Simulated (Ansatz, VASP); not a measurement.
# CoO: VASP beside Ansatz

File INCAR:

```
PREC     = Accurate       # precision mode
ENCUT    = 520            # plane-wave cutoff, eV
EDIFF    = 1E-6           # SCF threshold, eV
ISMEAR   = 0              # smearing method
SIGMA    = 0.05           # smearing width, eV
LREAL    = False          # projectors in reciprocal space
LASPH    = True           # aspherical terms in the spheres
NELM     = 150            # most SCF steps
ALGO     = Normal         # electronic algorithm
ISIF     = 2              # what is computed and relaxed
LWAVE    = False          # write WAVECAR
LCHARG   = False          # write CHGCAR
LNONCOLLINEAR= True           # non-collinear magnetism
MAGMOM   = 0 0 0 0 0 0    # initial moments
LORBIT   = 11             # projections on sites
LMAXMIX  = 4              # l up to which the mixer works
GGA      = RP             # functional
IVDW     = 13             # dispersion correction
NBANDS   = 27             # bands
```

KPOINTS

```
regular mesh
0
Gamma
  8 8 8
```

File POSCAR:

```
CoO
1.0
    0.0000000000      2.1315000000      2.1315000000
    2.1315000000      0.0000000000      2.1315000000
    2.1315000000      2.1315000000      0.0000000000
Co O
1 1
Direct
    0.0037270000     -0.0103310000      0.0007900000
    0.4833660000      0.5402950000      0.4970950000
```

input.yaml

```yaml
crystal:
  lattice:
    - [0.0, 2.1315, 2.1315]
    - [2.1315, 0.0, 2.1315]
    - [2.1315, 2.1315, 0.0]
  atoms:
    - { symbol: Co, position: [0.003727, -0.010331, 0.00079] }
    - { symbol: O, position: [0.483366, 0.540295, 0.497095] }
kpoints:
  mp_grid: { grid: [8, 8, 8] }
  band_path:
    path:
      - [0.0, 0.0, 0.0]
      - [0.5, 0.0, 0.5]
      - [0.5, 0.25, 0.75]
      - [0.375, 0.375, 0.75]
      - [0.0, 0.0, 0.0]
      - [0.5, 0.5, 0.5]
      - [0.625, 0.25, 0.625]
      - [0.5, 0.25, 0.75]
    npoints: 10
scf:
  occupations: { method: gaussian, width: 0.05 }
hamiltonian:
  xc: rpbe
  dispersion: d4
  pseudopotentials: { kind: all_electron, lapw: { basis_error: 0.001 } }
magnetization:
  noncollinear: true
output:
  forces: true
  stress: true
  eigenvalues: true
```

Change from the starting cell: atoms moved at random, drawn with an rms of 0.1 Å.

Alike in both runs: functional RPBE; dispersion D4; k mesh 8 × 8 × 8; occupations gaussian, width 0.05 eV; non-collinear spin.

|  | VASP | Ansatz |
| --- | --- | --- |
| version | VASP 6.6.1 | Ansatz 0.2.0 |
| potentials or method | VASP PAW PBE potentials, release 64 (Co, O), cutoff 520 eV | all-electron LAPW, scalar-relativistic |
| task | single point | band structure |

Ansatz gave:

| Item | Value |
| --- | --- |
| gap on the k mesh at the Fermi level (eV) | none |
| pressure (GPa) | -19.7 |
| traceless stress, the component that is largest in VASP (GPa) | 1.00 |
| rms of the force components (eV/Å) | 0.053 |
| net moment per atom (μB) | 0.00 |

Estimate VASP's values.

gap on the k mesh at the Fermi level (eV): none; pressure (GPa): -19.6; traceless stress, the component that is largest in VASP (GPa): 1.03; rms of the force components (eV/Å): 0.050; net moment per atom (μB): 0.00.

VASP's potentials were made for PBE, not for RPBE. Atom by atom the forces differ by 0.004 eV/Å (rms over components). A gap of «none» marks a metal or a gap that the smearing closes. Ansatz ran all-electron here, and VASP with PAW potentials.

Noted on Ansatz's run: the k mesh is thin for a metal, which can move the energy by tens of meV per atom; the magnetic state may not be the lowest.
